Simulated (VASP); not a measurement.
A run of VASP 6.6.1:

Contents of INCAR:

```
SYSTEM = BP
PREC = Accurate
ENCUT = 520
EDIFF = 1E-6
ISMEAR = 0
SIGMA = 0.05
LREAL = .FALSE.
LASPH = .TRUE.
NELM = 100
ALGO = Normal
ISIF = 2
LWAVE = .FALSE.
LCHARG = .FALSE.
GGA = PE
NBANDS = 11
```

File KPOINTS:

```
Automatic mesh
0
G
  10 10 10
  0 0 0
```

File POSCAR:

```
BP
1.0
    0.0000000000      2.2059273111      2.2741518671
    2.2059273111      0.0000000000      2.2741518671
    2.2059273111      2.2059273111      0.0000000000
B P
1 1
Direct
    0.0000000000      0.0000000000      0.0000000000
    0.7500000000      0.7500000000      0.7500000000
```

Potentials or basis: VASP PAW PBE potentials, release 64 (B, P).

Command:

```console
$ cat potpaw_PBE.64/B/POTCAR potpaw_PBE.64/P/POTCAR > POTCAR
$ mpirun -np 1 vasp_std > vasp.out
```

Hardware: 1 thread of AMD EPYC 9R45 96-Core Processor (Zen 5), with other jobs on the host.

Question: How long does it take, and how much memory?

Answer: Run time: 8.9 s on 1 thread of AMD EPYC 9R45 96-Core Processor (Zen 5) (shared host), peak memory 0.12 GiB. Counts: scf iterations 12, k points 102.
